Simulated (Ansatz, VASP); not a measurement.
**Si16C: VASP beside Ansatz**

```xyz
17
Lattice="0.0000 5.4300 5.4300 5.4300 0.0000 5.4300 5.4300 5.4300 0.0000" Properties=species:S:1:pos:R:3 pbc="T T T"
Si   -0.1616   -0.0388    0.0540
Si    1.3767    1.3133    1.2306
Si    2.4489    2.5391   -0.4388
Si    3.7612    4.0060    1.2458
Si    2.7274    0.0645    2.6827
Si    4.0815    1.4082    4.0540
Si    5.2573    2.9335    2.7032
Si    6.6703    4.2849    4.0301
Si    0.1562    2.8113    2.5202
Si    1.1942    3.8637    4.3118
Si    2.6629    5.0321    3.0148
Si    4.3046    7.0231    3.9545
Si    2.8054    2.7108    5.5213
Si    4.1412    4.2136    6.7389
Si    5.5369    5.6791    5.5395
Si    6.9696    7.0770    7.1415
C     7.9254    6.8299    8.7690
```

Alike in both runs: functional PBE; dispersion D3(BJ); k mesh 2 × 2 × 2; occupations gaussian, width 0.05 eV; collinear spin.

Ansatz relaxed the structure, and its values are those at the end. VASP's run is a single point on that final structure, the one shown.

|  | VASP | Ansatz |
| --- | --- | --- |
| version | VASP 6.6.1 | Ansatz 0.2.0 |
| potentials or method | VASP PAW PBE potentials, release 64 (Si, C), cutoff 520 eV | scalar-relativistic, plane waves, PAW |
| valence electrons in the cell | 68 | 68 |

```tsv
	VASP	Ansatz	Ansatz less VASP
rms of the force components (eV/Å)	0.004	0.004	-0.0002
net moment per atom (μB)	0.00	0.00	0.000
```

Ansatz's warnings: seeded moment not kept.

The k mesh is coarse, so the values compare programs but aren't converged.
